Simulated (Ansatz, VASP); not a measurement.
## TiC: VASP beside Ansatz

The input INCAR:

```
  PREC = Accurate
  ENCUT = 600
  EDIFF = 1E-7
  ISMEAR = -1
  SIGMA = 0.05
  LREAL = False
  LASPH = True
  NELM = 120
  ALGO = Normal
  ISIF = 3
  LWAVE = False
  LCHARG = False
  GGA = LIBXC
  LIBXC1 = GGA_X_B88
  LIBXC2 = GGA_C_PBE
  IBRION = 2
  NSW = 60
  EDIFFG = -0.01
  GGA_COMPAT = False
  NELMIN = 4
```

Contents of KPOINTS:

```
regular mesh
0
Gamma
  11 11 11
```

The input POSCAR:

```
TiC
1.0
    0.0000000000      2.1657188437      2.1657188437
    2.1657188437      0.0000000000      2.1657188437
    2.1657188437      2.1657188437      0.0000000000
Ti C
1 1
Direct
    0.0000000000      0.0000000000      0.0000000000
    0.5000000000      0.5000000000      0.5000000000
```

input.yaml

```yaml
crystal:
  lattice:
    - [0.0, 2.1657188437, 2.1657188437]
    - [2.1657188437, 0.0, 2.1657188437]
    - [2.1657188437, 2.1657188437, 0.0]
  atoms:
    - { symbol: Ti, position: [0.0, 0.0, 0.0] }
    - { symbol: C, position: [0.5, 0.5, 0.5] }
hamiltonian:
  xc: { exchange: b88, correlation: pbe }
  pseudopotentials: { kind: paw }
kpoints:
  mp_grid: { grid: [11, 11, 11] }
scf:
  occupations: { method: fermi_dirac, width: 0.05 }
output:
  forces: true
  stress: true
  write_density: true
  write_potential: true
  elf: true
  volumetric_format: npy
relax:
  f_tol: 0.01
  max_steps: 40
  cell: { stress_tol: 0.05 }
```

Alike in both runs: task relaxation of cell and atoms; functional b88 exchange, pbe correlation; k mesh 11 × 11 × 11; occupations fermi-dirac, width 0.05 eV; no spin polarisation.

|  | VASP | Ansatz |
| --- | --- | --- |
| version | VASP 6.6.1 | Ansatz 0.2.0 |
| potentials or method | VASP PAW PBE potentials, release 64 (Ti_sv, C) | Ansatz PAW |
| plane-wave cutoff (eV) | 600 | 420 |
| valence electrons in the cell | 16 | 16 |

```csv
,VASP,Ansatz,Ansatz less VASP
"gap on the k mesh at the Fermi level, each at its own relaxed structure (eV)",none,none,-
relaxed volume (Å³/atom),10.18,10.17,-0.006
relaxed cell length with the largest relative difference (Å),3.065,3.064,-0.0006
```

VASP's potentials were made for PBE, not for b88 exchange, pbe correlation. A gap of «none» marks a metal or a gap that the smearing closes.

Noted on Ansatz's run: the plane-wave basis is chosen anew once the cell has moved, so the energies of steps on either side of that aren't comparable.
